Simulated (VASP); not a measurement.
# TiB2 (P6/mmm) in VASP: notebook, part 2 of 2

VASP 6.6.1. Earlier steps stand in the parts before.

### 3 Single point, PBE

This run uses another cell than the first one, of 8.53 Å³/atom, 0.997 times its volume.

INCAR

```
SYSTEM = TiB2
PREC = Accurate
ENCUT = 500
EDIFF = 1E-6
ISMEAR = 0
SIGMA = 0.1
LREAL = .False.
LASPH = .True.
NELM = 120
ALGO = Normal
ISIF = 2
LWAVE = .False.
LCHARG = .False.
GGA = PE
NBANDS = 16
GGA_COMPAT = .False.
```

KPOINTS

```
regular mesh
0
Gamma
  6 6 6
  0 0 0
```

POSCAR

```
TiB2
1.0
    3.0259273119      0.0000000000      0.0000000000
   -1.5129636559      2.6205299221      0.0000000000
    0.0000000000      0.0000000000      3.2287677100
Ti B
1 2
Direct
    0.0000000000      0.0000000000      0.0000000000
    0.3333333300      0.6666666700      0.5000000000
    0.6666666700      0.3333333300      0.5000000000
```

Potentials or basis: VASP PAW PBE potentials, release 64 (Ti_sv, B).

The run is started by

```bash
$ cat potpaw_PBE.64/Ti_sv/POTCAR potpaw_PBE.64/B/POTCAR > POTCAR
$ mpirun -np 1 vasp_std > vasp.out
```

OUTCAR:

```text
SYSTEM = TiB2
   PREC = Accurate
   ENCUT = 500
   EDIFF = 1E-6
   ISMEAR = 0
   LREAL = .False.
   LASPH = .True.
   NELM = 120
   ISIF = 2
   GGA = PE

 ion  position               nearest neighbor table
   1  0.000  0.000  0.000-   2 2.38   3 2.38   2 2.38   3 2.38   2 2.38   2 2.38   3 2.38   3 2.38
                             3 2.38   3 2.38   2 2.38   2 2.38
   2  0.333  0.667  0.500-   3 1.75   3 1.75   3 1.75   1 2.38   1 2.38   1 2.38   1 2.38   1 2.38
                             1 2.38
   3  0.667  0.333  0.500-   2 1.75   2 1.75   2 1.75   1 2.38   1 2.38   1 2.38   1 2.38   1 2.38
                             1 2.38

  LATTYP: Found a hexagonal cell.
[... 649 lines left out ...]
 [... further k-points ...]
[... 5 lines left out ...]
  --------------------------------------------------------------------------------------
  -------------------------------------------------------------------------------------
  Total        0.3760677      0.3760677     -0.1305056      0.0000000      0.0000000     -0.0000000
  in kB       23.5338074     23.5338074     -8.1668643      0.0000000      0.0000000     -0.0000000
  external PRESSURE =      12.9669168 kB  Pullay stress =       0.0000000 kB

 VOLUME and BASIS-vectors are now :
 -----------------------------------------------------------------------------
  energy-cutoff  :      500.00
  volume of cell :       25.60
      direct lattice vectors                 reciprocal lattice vectors
     3.025927312  0.000000000  0.000000000     0.330477205  0.190801103  0.000000000
    -1.512963656  2.620529922  0.000000000     0.000000000  0.381602206  0.000000000
     0.000000000  0.000000000  3.228767710     0.000000000  0.000000000  0.309715684

 POSITION                                       TOTAL-FORCE (eV/Angst)
 -----------------------------------------------------------------------------------
      0.00000      0.00000      0.00000        -0.000000      0.000000     -0.000000
     -0.00000      1.74702      1.61438         0.000000     -0.000000     -0.000000
      1.51296      0.87351      1.61438        -0.000000      0.000000      0.000000
 -----------------------------------------------------------------------------------
    total drift:                                0.000000     -0.000000     -0.000000

  FREE ENERGIE OF THE ION-ELECTRON SYSTEM (eV)
  ---------------------------------------------------
  free  energy   TOTEN  =       -24.3857406512 eV

  energy  without entropy=      -24.3805105634  energy(sigma->0) =      -24.38312561
```

OSZICAR:

```text
N       E                     dE             d eps       ncg     rms          rms(c)
DAV:   1     0.117649954613E+03    0.11765E+03   -0.86764E+03   904   0.125E+03
DAV:   2    -0.230406394871E+02   -0.14069E+03   -0.13600E+03   976   0.332E+02
DAV:   3    -0.294362175213E+02   -0.63956E+01   -0.63490E+01  1248   0.713E+01
DAV:   4    -0.295697890320E+02   -0.13357E+00   -0.13351E+00  1168   0.906E+00
DAV:   5    -0.295722313461E+02   -0.24423E-02   -0.24423E-02  1208   0.107E+00    0.167E+01
DAV:   6    -0.244049460022E+02    0.51673E+01   -0.21119E+01  1240   0.486E+01    0.387E+00
DAV:   7    -0.243865804906E+02    0.18366E-01   -0.10877E+00   936   0.119E+01    0.338E+00
DAV:   8    -0.243888972127E+02   -0.23167E-02   -0.92858E-02  1408   0.261E+00    0.772E-01
DAV:   9    -0.243861770931E+02    0.27201E-02   -0.39744E-02  1080   0.252E+00    0.271E-01
DAV:  10    -0.243857293633E+02    0.44773E-03   -0.27019E-03  1096   0.631E-01    0.594E-02
DAV:  11    -0.243857575504E+02   -0.28187E-04   -0.44518E-04  1240   0.230E-01    0.519E-02
DAV:  12    -0.243857410549E+02    0.16495E-04   -0.76146E-05  1032   0.112E-01    0.122E-02
DAV:  13    -0.243857406512E+02    0.40367E-06   -0.38441E-06  1120   0.156E-02
   1 F= -.24385741E+02 E0= -.24383126E+02  d E =-.523009E-02
```

stdout:

```text
POSCAR found type information on POSCAR TiB
 POSCAR found :  2 types and       3 ions
 scaLAPACK will be used
 LDA part: xc-table for (Slater+PW92), standard interpolation
 POSCAR, INCAR and KPOINTS ok, starting setup
 FFT: planning ... GRIDC
 FFT: planning ... GRID_SOFT
 FFT: planning ... GRID
 WAVECAR not read
 entering main loop
```

It took 7.9 s on 1 thread of Intel Xeon 6975P-C (Granite Rapids), shared host; peak memory 0.14 GiB.

What came out:

```
Free energy            : -24.3857 eV
Pressure               : 1.3 GPa
Band gap on the k mesh : zero (band 9 reaches 10.21 eV, above the bottom of band 10 at 9.81 eV)
```

Caveat: the k points lie up to 0.40 Å⁻¹ apart.
